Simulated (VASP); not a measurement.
Write the native input for VASP 6.6.1 that does the following.

| Quantity | Value |
| --- | --- |
| Task | single point |
| Functional | LDA |
| Potentials or basis | VASP PAW LDA potentials, release 64 (C_h) |
| Cutoff | 1300 eV |
| k mesh | 12 × 12 × 12 |
| Occupations | gaussian, width 0.01 eV |
| Spin | no spin polarisation |
| Dipole correction | no |
| Further INCAR settings | ALGO = Normal; EDIFF = 1e-06; NBANDS = 11 |

The structure of C lies in POSCAR:

```
C
1.0
    1.7537815652      1.7537815652      0.0000000000
   -1.7537815652      1.7537815652      0.0000000000
    0.0000000000      1.7537815652      1.7537815652
C
2
Direct
    0.5000000000      0.5000000000      0.0000000000
    0.7500000000      0.2500000000      0.5000000000
```

These files were run (other wordings do the same):

INCAR

```
SYSTEM = C
PREC     = Accurate       ! precision mode
ENCUT    = 1300           ! plane-wave cutoff, eV
EDIFF    = 1E-6           ! SCF threshold, eV
ISMEAR   = 0              ! smearing method
SIGMA    = 0.01           ! smearing width, eV
LREAL    = .False.        ! projectors in reciprocal space
LASPH    = .True.         ! aspherical terms in the spheres
NELM     = 120            ! most SCF steps
ALGO     = Normal         ! electronic algorithm
ISIF     = 2              ! what is computed and relaxed
LWAVE    = .False.        ! write WAVECAR
LCHARG   = .False.        ! write CHGCAR
NBANDS   = 11             ! bands
GGA_COMPAT= .False.
```

KPOINTS

```
regular mesh
0
Gamma
  12 12 12
  0 0 0
```

Potentials or basis: VASP PAW LDA potentials, release 64 (C_h).

The run is started by

```sh
$ cat potpaw_LDA.64/C_h/POTCAR > POTCAR
$ mpirun -np 1 vasp_std > vasp.out
```

It gave:

```json
{
 "Pressure": "11.0 GPa",
 "Band gap on the k mesh": "4.25 eV (least direct gap 5.68 eV)"
}
```

Caveat: the cell stands under pressure.

Wall time 18 s on 1 thread of Intel(R) Xeon(R) Platinum 8488C (Sapphire Rapids), with other jobs on the host, peak memory 0.15 GiB.
